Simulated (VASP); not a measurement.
TiCo, 2 atoms in the cell. Symmetry: Pm-3m, No. 221, cubic system. The conventional cell has a = 2.976 Å, b = 2.976 Å, c = 2.976 Å, α = 90.00°, β = 90.00°, γ = 90.00°. Within 3.4 Å of Ti (site symmetry m-3m) lie 8 Co at 2.58 Å and 6 Ti at 2.98 Å. Co (site symmetry m-3m) has 8 Ti at 2.58 Å and 6 Co at 2.98 Å within 3.4 Å. 

```yaml
Program: VASP 6.6.1
Task: relaxation of cell and atoms
Functional: PBE
Potentials_or_basis: VASP PAW PBE potentials, release 64 (Ti_sv, Co)
Cutoff: 600 eV
k_mesh: 14 × 14 × 14
Occupations: gaussian, width 0.1 eV
Spin: collinear spin, ferromagnetic start
Starting_moments: "[0.0, 1.09] μB"
Target_pressure: 1 GPa
Dipole_correction: no
Further_INCAR_settings: ALGO = Normal; EDIFF = 1e-07; IBRION = 2; EDIFFG = -0.008; NSW = 70; ISIF = 3
```

Potentials or basis: VASP PAW PBE potentials, release 64 (Ti_sv, Co).

Command:

```sh
$ cat potpaw_PBE.64/Ti_sv/POTCAR potpaw_PBE.64/Co/POTCAR > POTCAR
$ mpirun -np 1 vasp_std > vasp.out
```

Hardware: 1 thread of Intel(R) Xeon(R) 6975P-C (Granite Rapids) (shared host).

Question: How long does it take, and how much memory?

Answer: Wall time 47 s on 1 thread of Intel(R) Xeon(R) 6975P-C (Granite Rapids), on a shared host, peak memory 0.23 GiB. Counts: scf iterations 18, k points 120, ion steps 1.
